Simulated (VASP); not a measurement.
Set up this calculation in VASP 6.6.1, as the native input.

* Task: single point
* Functional: PBE-based screened hybrid with 25 % exact exchange
* Potentials or basis: VASP PAW PBE potentials, release 64 (Ge_d)
* Cutoff: 410 eV
* k mesh: 4 × 4 × 4
* Occupations: gaussian, width 0.05 eV
* Spin: no spin polarisation
* Dipole correction: no
* Grid for exact exchange (PRECFOCK): Normal
* Share of exact exchange: 0.25
* Further INCAR settings: ALGO = Normal; EDIFF = 1e-06; NBANDS = 21
* Screening parameter: 0.3 1/Å

The system is Ge.

```
Ge
1.0
     0.00000    2.82891    2.82891
     2.82891    0.00000    2.82891
     2.82891    2.82891    0.00000
Ge
2
Direct
  0.25000 0.25000 0.25000
  0.00000 0.00000 0.00000
```

These files were run (other wordings do the same):

POSCAR

```
Ge
1.0
    0.0000000000      2.8289100000      2.8289100000
    2.8289100000      0.0000000000      2.8289100000
    2.8289100000      2.8289100000      0.0000000000
Ge
2
Direct
    0.2500000000      0.2500000000      0.2500000000
    1.0000000000      1.0000000000      1.0000000000
```

INCAR.step1

```
SYSTEM = Ge
PREC = Accurate
ENCUT = 410
EDIFF = 1E-5
ISMEAR = 0
SIGMA = 0.05
LREAL = .False.
LASPH = .True.
NELM = 120
ALGO = Normal
ISIF = 2
LWAVE = .True.
LCHARG = .False.
NBANDS = 21
GGA = PE
GGA_COMPAT = .False.
```

INCAR.step2

```
SYSTEM = Ge
PREC = Accurate
ENCUT = 410
EDIFF = 1E-6
ISMEAR = 0
SIGMA = 0.05
LREAL = .False.
LASPH = .True.
NELM = 120
ALGO = Normal
ISIF = 2
LWAVE = .False.
LCHARG = .False.
GGA = PE
LHFCALC = .True.
AEXX = 0.25
HFSCREEN = 0.3
PRECFOCK = Normal
NBANDS = 21
ISTART = 1
GGA_COMPAT = .False.
```

KPOINTS

```
Automatic mesh
0
Gamma
  4 4 4
  0 0 0
```

Potentials or basis: VASP PAW PBE potentials, release 64 (Ge_d).

Command:

```bash
$ cat potpaw_PBE.64/Ge_d/POTCAR > POTCAR
$ cp INCAR.step1 INCAR
$ mpirun -np 1 vasp_std > vasp.out
$ cp INCAR.step2 INCAR
$ mpirun -np 1 vasp_std > vasp.out
```

It gave:

```json
{
  "Pressure": "1.2 GPa",
  "Band gap on the k mesh": "0.72 eV (least direct gap 0.79 eV)"
}
```

Caveat: the k points lie up to 0.48 Å⁻¹ apart; the PAW data sets were made with another functional, which shifts forces and pressure a little.

Wall time 8.7 min on 1 thread of Intel(R) Xeon(R) 6975P-C (Granite Rapids) (shared host), peak memory 0.25 GiB.
